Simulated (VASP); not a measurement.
Input of a VASP 6.6.1 run:

Contents of POSCAR:

```
WSe2
1.0
    3.2039016103      0.0000000000      0.0000000000
   -1.6019508051      2.7746601857      0.0000000000
    0.0000000000      0.0000000000      7.1842669523
W Se
1 2
Direct
    0.0000000000      0.0000000000      0.0000000000
    0.3333333333      0.6666666667      0.2366526854
    0.3333333333      0.6666666667      0.7633473146
```

Contents of INCAR.step1:

```
PREC = Accurate ; ENCUT = 520
ISMEAR = 0 ; SIGMA = 0.01
LREAL = False ; LASPH = True
NELM = 80 ; NBANDS = 20
GGA = PE ; ALGO = Normal
EDIFF = 1E-4 ; LWAVE = True
LCHARG = False
```

File INCAR.step2:

```
PREC = Accurate ; ENCUT = 520
EDIFF = 1E-7 ; ISMEAR = 0
SIGMA = 0.01 ; LREAL = False
LASPH = True ; NELM = 80
ALGO = Normal ; ISIF = 2
LWAVE = False ; LCHARG = True
METAGGA = R2SCAN ; LMIXTAU = True
LELF = True ; LVHAR = True
NBANDS = 20 ; ISTART = 1
```

Contents of KPOINTS:

```
regular mesh
0
Gamma
  12 12 4
```

Potentials or basis: VASP PAW PBE potentials, release 64 (W_sv, Se).

The run is started by

```sh
$ cat potpaw_PBE.64/W_sv/POTCAR potpaw_PBE.64/Se/POTCAR > POTCAR
$ cp INCAR.step1 INCAR
$ mpirun -np 1 vasp_std > vasp.out
$ cp INCAR.step2 INCAR
$ mpirun -np 1 vasp_std > vasp.out
```

Question: Estimate the pressure.

Answer: 6.5 GPa.

Question: What does it give for the largest force?

Answer: 0.025 eV/Å.

Question: Estimate the band gap on the k mesh.

Answer: 1.35 eV (least direct gap 2.09 eV).

Stress tensor (GPa, compression positive):
```
8.76 0.00 0.00
0.00 8.76 0.00
0.00 0.00 1.85
```

Caveat: the cell differs from its parent crystal (biaxial xy strain -2.8%); the cell stands under pressure; the PAW data sets were made with another functional, which shifts forces and pressure a little; spin-orbit coupling is left out, which moves the levels of the heavy elements. A k mesh can miss the band edges.
